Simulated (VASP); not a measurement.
The system is ReP2.

```
Re P
1.0
     3.69875    0.00000    0.00000
     0.00000    3.69875    0.00000
     0.00000    0.00000    4.87586
Re P
1 2
Direct
  0.00000 0.00000 0.62765
  0.00000 0.50000 0.91918
  0.50000 0.00000 0.91918
```

The cell was built from a structure type or drawn by symmetry, and may not be a known phase.

* Program: VASP 6.6.1
* Task: relaxation of cell and atoms
* Functional: PBE
* Potentials or basis: VASP PAW PBE potentials, release 64 (Re, P)
* Cutoff: 600 eV
* k mesh: 6 × 6 × 4
* Occupations: gaussian, width 0.1 eV
* Spin: no spin polarisation

At the start: pressure -3.6 GPa; volume 22.24 Å³/atom.

Task: How do energy, volume and symmetry change on relaxing?

Result: Over 45 steps the energy falls by 576.5 meV/atom and the volume is 16.05 Å³/atom (-27.8 %); space group P4mm (No. 99, to 0.1 Å) before, P4/mmm (No. 123, to 0.1 Å).

The path:
| step | energy change (eV) | largest force (eV/Å) | pressure (GPa) | volume (Å³) |
| --- | --- | --- | --- | --- |
| 1 | 0.0000 | 0.1163 | -3.62 | 66.71 |
| 3 | -0.0631 | 1.9093 | 1.92 | 62.65 |
| 5 | -0.2481 | 2.4131 | 3.27 | 58.50 |
| 7 | -0.0946 | 5.9722 | 49.71 | 40.82 |
| 9 | -0.5037 | 5.8764 | 29.27 | 45.07 |
| 11 | -0.5610 | 5.7037 | 25.81 | 45.93 |
| 13 | -0.6438 | 4.8059 | 28.85 | 44.16 |
| 15 | -0.6315 | 4.6538 | 31.37 | 43.35 |
| 17 | -0.8584 | 3.6189 | 24.20 | 44.22 |
| 19 | -1.2810 | 0.0453 | 0.25 | 48.27 |
| 21 | -1.2838 | 0.0111 | -0.19 | 48.38 |
| 23 | -1.3084 | 0.0638 | -0.10 | 48.44 |
| 25 | -1.4630 | 0.6204 | -0.08 | 48.55 |
| 27 | -0.8078 | 0.3505 | 14.44 | 47.00 |
| 29 | -1.6467 | 1.0111 | 3.83 | 48.15 |
| 31 | -1.6651 | 0.8848 | 1.98 | 48.53 |
| 33 | -1.6775 | 0.7046 | 0.36 | 48.89 |
| 35 | -1.6962 | 0.1606 | -3.93 | 49.51 |
| 37 | -1.7101 | 0.2657 | -1.56 | 48.86 |
| 39 | -1.7204 | 0.1753 | 0.44 | 48.12 |
| 41 | -1.7258 | 0.0088 | -0.45 | 48.46 |
| 43 | -1.7290 | 0.0357 | 0.19 | 48.19 |
| 45 | -1.7294 | 0.0217 | 0.20 | 48.16 |

Final structure:
```
Re P
1.0
     4.01710    0.00000    0.00000
     0.00000    4.01710    0.00000
     0.00000    0.00000    2.98457
Re P
1 2
Direct
  0.00000 0.00000 0.49175
  0.00000 0.50000 0.98713
  0.50000 0.00000 0.98713
```

Caveat: the volume moved by over 15 % at a fixed basis, so the end points are rough.
